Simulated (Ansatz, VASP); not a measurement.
This is a calculation of HfO2 for Ansatz 0.2.0.

File input.yaml:

```yaml
crystal:
  lattice:
    - [5.1518950275, 0.0, 0.0]
    - [0.0, 5.220043385, 0.0]
    - [-0.8643497359, 0.0, 5.2483970684]
  atoms:
    - { symbol: Hf, position: [0.2755, 0.4603, 0.708] }
    - { symbol: Hf, position: [0.7245, 0.9603, 0.792] }
    - { symbol: Hf, position: [0.7245, 0.5397, 0.292] }
    - { symbol: Hf, position: [0.2755, 0.0397, 0.208] }
    - { symbol: O, position: [0.0742, 0.1684, 0.8467] }
    - { symbol: O, position: [0.9258, 0.6684, 0.6533] }
    - { symbol: O, position: [0.9258, 0.8316, 0.1533] }
    - { symbol: O, position: [0.0742, 0.3316, 0.3467] }
    - { symbol: O, position: [0.4487, 0.7419, 0.9801] }
    - { symbol: O, position: [0.5513, 0.2419, 0.5199] }
    - { symbol: O, position: [0.5513, 0.2581, 0.0199] }
    - { symbol: O, position: [0.4487, 0.7581, 0.4801] }
hamiltonian:
  xc: { exchange: pbe, correlation: none }
  pseudopotentials: { kind: paw }
kpoints:
  mp_grid: { grid: [5, 5, 5] }
scf:
  occupations: { method: fermi_dirac, width: 0.05 }
output:
  forces: true
  stress: true
  eigenvalues: true
```

Potentials or basis: Ansatz PAW.

Launch:

```sh
$ ansatz run input.yaml --threads 2 --pin off --max-ram 5120MiB --backend cpu --events-out ev --progress --plain --runs-dir out
```

Q: Translate it to VASP 6.6.1. Potentials there: VASP PAW PBE potentials, release 64 (Hf_pv, O).

A: As run (the cutoff follows the program's own potentials):

INCAR

```
SYSTEM = HfO2
PREC = Accurate
ENCUT = 520
EDIFF = 1E-6
ISMEAR = -1
SIGMA = 0.05
LREAL = .FALSE.
LASPH = .TRUE.
NELM = 80
ALGO = Normal
ISIF = 2
LWAVE = .FALSE.
LCHARG = .FALSE.
GGA = PE
ALDAC = 0.0
AGGAC = 0.0
NBANDS = 56
```

KPOINTS

```
Automatic mesh
0
G
  5 5 5
  0 0 0
```

Contents of POSCAR:

```
HfO2
1.0
    5.1518950275      0.0000000000      0.0000000000
    0.0000000000      5.2200433850      0.0000000000
   -0.8643497359      0.0000000000      5.2483970684
Hf O
4 8
Direct
    0.2755000000      0.4603000000      0.7080000000
    0.7245000000      0.9603000000      0.7920000000
    0.7245000000      0.5397000000      0.2920000000
    0.2755000000      0.0397000000      0.2080000000
    0.0742000000      0.1684000000      0.8467000000
    0.9258000000      0.6684000000      0.6533000000
    0.9258000000      0.8316000000      0.1533000000
    0.0742000000      0.3316000000      0.3467000000
    0.4487000000      0.7419000000      0.9801000000
    0.5513000000      0.2419000000      0.5199000000
    0.5513000000      0.2581000000      0.0199000000
    0.4487000000      0.7581000000      0.4801000000
```

Potentials or basis: VASP PAW PBE potentials, release 64 (Hf_pv, O).

Run with:

```bash
$ cat potpaw_PBE.64/Hf_pv/POTCAR potpaw_PBE.64/O/POTCAR > POTCAR
$ mpirun -np 1 vasp_std > vasp.out
```

Both were run:

|  | VASP | Ansatz | Ansatz less VASP |
| --- | --- | --- | --- |
| gap on the k mesh at the Fermi level (eV) | 4.20 | 4.23 | +0.035 |
| least direct gap on the mesh (eV) | 4.26 | 4.29 | +0.032 |
| pressure (GPa) | 17.6 | 20.5 | +2.93 |
| traceless stress, the component that is largest in VASP (GPa) | 1.05 | 1.23 | +0.175 |
| rms of the force components (eV/Å) | 0.208 | 0.231 | +0.0224 |

VASP's potentials were made for PBE, not for PBE exchange alone. Atom by atom the forces differ by 0.033 eV/Å (rms over components). VASP's potentials hold 88 valence electrons a cell and Ansatz's 152, so a difference there can come from the potentials and not from the codes.

Spin-orbit coupling is off throughout. Noted on Ansatz's run: odd divisions of the mesh miss points on the zone boundary, where band edges often lie, so the gap on the mesh can be too wide.
